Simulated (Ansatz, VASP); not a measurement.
Two plane-wave programs on MgO

```
CELL_PARAMETERS angstrom
5.63354 0.00000 0.00000
0.00000 5.63354 0.00000
0.00000 0.00000 5.63354
ATOMIC_POSITIONS crystal
Mg 0.25000 0.99734 0.50000
Mg 0.00000 0.50266 0.25000
Mg 0.50000 0.75000 0.00000
Mg 0.75000 0.99734 0.50000
Mg 0.00000 0.50266 0.75000
Mg 0.50000 0.25000 0.00000
O 0.25000 0.50209 0.00000
O 0.50000 0.99791 0.25000
O 0.00000 0.75000 0.50000
O 0.75000 0.50209 0.00000
O 0.50000 0.99791 0.75000
O 0.00000 0.25000 0.50000
```

Change from the starting cell: mode 14 frozen in at -0.015 Å and mode 24 at +0.000 Å (largest displacements).

Alike in both runs: task single point; functional PBE; k mesh 4 × 4 × 4; occupations gaussian, width 0.05 eV; no spin polarisation.

```csv
,VASP,Ansatz
version,VASP 6.6.1,Ansatz 0.2.0
potentials or method,"VASP PAW PBE potentials, release 64 (Mg, O), cutoff 520 eV","scalar-relativistic, plane waves, PAW"
valence electrons in the cell,48,96
```

Ansatz gave:

```
gap on the k mesh at the Fermi level (eV) : 2.91
least direct gap on the mesh (eV)         : 2.91
pressure (GPa)                            : 0.0
rms of the force components (eV/Å)        : 0.064
```

Q: What did VASP give for the same quantities?

A: gap on the k mesh at the Fermi level (eV): 2.89; least direct gap on the mesh (eV): 2.89; pressure (GPa): -0.3; rms of the force components (eV/Å): 0.064.

Atom by atom the forces differ by 0.001 eV/Å (rms over components). The functional is the same, so the differences come from potentials, cutoffs and numerics. VASP's potentials hold 48 valence electrons a cell and Ansatz's 96, so a difference there can come from the potentials and not from the codes.
